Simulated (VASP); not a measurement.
Wanted: the native input for a VASP 6.6.1 run.

- Task: single point
- Functional: PBEsol
- Potentials or basis: VASP PAW PBE potentials, release 64 (Sn_d, Te)
- Cutoff: 500 eV
- k mesh: 3 × 3 × 3
- Occupations: fermi-dirac, width 0.0052 eV
- Spin: no spin polarisation
- Dipole correction: no
- Further INCAR settings: ALGO = Normal; EDIFF = 1e-06; NBANDS = 17

The structure of SnTe lies in POSCAR:

```
SnTe
1.0
    0.0000000000      3.9910726831      3.9910726831
    3.9910726831      0.0000000000      3.9910726831
    3.9910726831      3.9910726831      0.0000000000
Sn Te
1 1
Direct
    0.0000000000      0.0000000000      0.0000000000
    0.7500000000      0.7500000000      0.7500000000
```

The input as run:

INCAR

```
  PREC = Accurate
  ENCUT = 500
  EDIFF = 1E-6
  ISMEAR = -1
  SIGMA = 0.0052
  LREAL = False
  LASPH = True
  NELM = 120
  ALGO = Normal
  ISIF = 2
  LWAVE = False
  LCHARG = False
  GGA = PS
  NBANDS = 17
  GGA_COMPAT = False
```

KPOINTS

```
Automatic mesh
0
Gamma
  3 3 3
```

Potentials or basis: VASP PAW PBE potentials, release 64 (Sn_d, Te).

Command:

```bash
$ cat potpaw_PBE.64/Sn_d/POTCAR potpaw_PBE.64/Te/POTCAR > POTCAR
$ mpirun -np 1 vasp_std > vasp.out
```

Results of the run:

```yaml
Pressure: -4.8 GPa
Band_gap_on_the_k_mesh: 1.05 eV, indirect (least direct gap 1.15 eV)
```

Caveat: the k points lie up to 0.45 Å⁻¹ apart; the PAW data sets were made with another functional, which shifts forces and pressure a little; spin-orbit coupling is left out, which moves the levels of the heavy elements.

Wall time 14 s on 1 thread of Intel(R) Xeon(R) 6975P-C (Granite Rapids) (shared host), peak memory 0.25 GiB.
